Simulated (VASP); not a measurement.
Pr2B:

```xyz
6
Lattice="4.4607 0.0000 0.0000 0.0000 4.4607 0.0000 0.0000 0.0000 7.1181" Properties=species:S:1:pos:R:3 pbc="T T T"
Pr    2.2304    0.0000    0.0000
Pr    0.0000    2.2304    0.0000
Pr    0.0000    0.0000    5.6117
Pr    0.0000    0.0000    1.5064
B     2.2304    2.2304    0.0000
B     0.0000    0.0000    3.5591
```

The cell was generated, and may not be a known phase.

| Property | Result |
| --- | --- |
| Program | VASP 6.6.1 |
| Task | relaxation of cell and atoms |
| Functional | PBE |
| Potentials or basis | VASP PAW PBE potentials, release 64 (Pr_3, B), 4f in core |
| Cutoff | 500 eV |
| k mesh | 4 × 4 × 3 |
| Occupations | gaussian, width 0.2 eV |
| Spin | no spin polarisation |

At the start: pressure 41.7 GPa; volume 23.61 Å³/atom.

Problem. How do energy, volume and symmetry change on relaxing?

Solution. Over 12 steps the energy falls by 1749.3 meV/atom and the volume is 45.42 Å³/atom (+92.4 %); space group P4/mmm (No. 123, to 0.1 Å) before and after.

The path:
```tsv
step	energy change (eV)	largest force (eV/Å)	pressure (GPa)	volume (Å³)
1	0.0000	3.5449	41.65	141.64
2	-9.1444	0.3532	-2.09	308.29
3	-9.3356	0.5538	1.53	249.54
4	-9.4275	0.4669	-0.18	270.66
5	-9.4278	0.4790	0.04	267.52
6	-9.6659	0.8415	-0.15	268.85
7	-10.0963	1.2186	-0.61	270.32
8	-10.2961	0.9417	0.02	262.62
9	-10.3752	0.5815	0.90	254.93
10	-10.4902	0.0076	0.37	265.11
11	-10.4913	0.0679	0.33	266.26
12	-10.4956	0.0776	-0.19	272.54
```

Final structure:
```xyz
6
Lattice="5.1501 0.0000 0.0000 0.0000 5.1501 0.0000 0.0000 0.0000 10.2755" Properties=species:S:1:pos:R:3 pbc="T T T"
Pr    2.5751    0.0000   10.2755
Pr    0.0000    2.5751   10.2755
Pr    0.0000    0.0000    7.4744
Pr    0.0000    0.0000    2.8011
B     2.5751    2.5751   10.2755
B     0.0000    0.0000    5.1377
```

Caveat: the volume moved by over 15 % at a fixed basis, so the end points are rough; the relaxation stopped at a loose force limit of 0.08 eV/Å, so its end isn't a converged minimum.
